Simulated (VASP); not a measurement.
Runs of VASP 6.6.1 on Y. The structure is that of space group I4/mmm (No. 139), or close to it. The cells are those of the table. 

| cell | gap on the mesh (eV) | pressure (GPa) |
| --- | --- | --- |
| a = 3.377, b = 3.377, c = 3.514 Å, angles 58.6, 58.6, 62.7°, 1 atom | none | 4.1 |
| a = 3.591, b = 3.591, c = 3.374 Å, angles 62.0, 62.0, 56.0°, 1 atom | none | (a) |
| a = 3.591, b = 3.591, c = 3.795 Å, angles 58.1, 58.1, 63.8°, 1 atom | none | -3.8 |
| a = 3.445, b = 3.445, c = 3.514 Å, angles 59.3, 59.3, 61.3°, 1 atom | none | 1.9 |
| a = 3.726, b = 3.726, c = 3.795 Å, angles 59.4, 59.4, 61.2°, 1 atom | none | (b) |
| a = 3.585, b = 3.585, c = 3.655 Å, angles 59.4, 59.4, 61.3°, 1 atom | none | -2.8 |
| a = 3.658, b = 3.658, c = 3.514 Å, angles 61.3, 61.3, 57.4°, 1 atom | none | -2.8 |
| a = 3.526, b = 3.526, c = 3.233 Å, angles 62.7, 62.7, 54.6°, 1 atom | none | 4.2 |

Alike in all rows: task single point; level PBEsol; potentials or basis VASP PAW PBE potentials, release 64 (Y_sv); no spin polarisation; k mesh 16 × 16 × 16; cutoff (eV) 520; smearing gaussian 0.15 eV.

Question: Fill in the values left out.

Answer: (a) 0.2; (b) -5.8.

Caveats: the PAW data sets were made with another functional, which shifts forces and pressure a little.

A k mesh can miss the band edges, and the runs leave out spin-orbit coupling on Y.

A gap of «none» marks levels without a gap at the run's occupations.
